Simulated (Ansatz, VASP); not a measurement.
## ScAl in VASP and in Ansatz

```
Sc Al
1.0
     3.37035    0.00000    0.00000
     0.00000    3.37035    0.00000
     0.00000    0.00000    3.37035
Sc Al
1 1
Direct
  0.50000 0.50000 0.42582
  0.00000 0.00000 0.00000
```

Change from the starting cell: all Sc atoms moved -0.250 Å, as atom 1 along Cartesian [0 0 1].

Alike in both runs: task single point; functional LDA; k mesh 14 × 14 × 14; occupations fermi-dirac, width 0.02 eV; no spin polarisation.

```csv
,VASP,Ansatz
version,VASP 6.6.1,Ansatz 0.2.0
potentials or method,"VASP PAW LDA potentials, release 64 (Sc_sv, Al), cutoff 520 eV","scalar-relativistic, plane waves, PAW"
valence electrons in the cell,14,14
```

```csv
,VASP,Ansatz,Ansatz less VASP
gap on the k mesh at the Fermi level (eV),none,none,-
pressure (GPa),-2.6,-2.8,-0.19
"traceless stress, the component that is largest in VASP (GPa)",-0.64,-0.63,+0.015
rms of the force components (eV/Å),0.651,0.647,-0.0045
```

LDA's correlation is that of Perdew and Zunger in VASP and of Perdew and Wang (1992) in Ansatz. Atom by atom the forces differ by 0.004 eV/Å (rms over components). A gap of «none» marks a metal or a gap that the smearing closes.
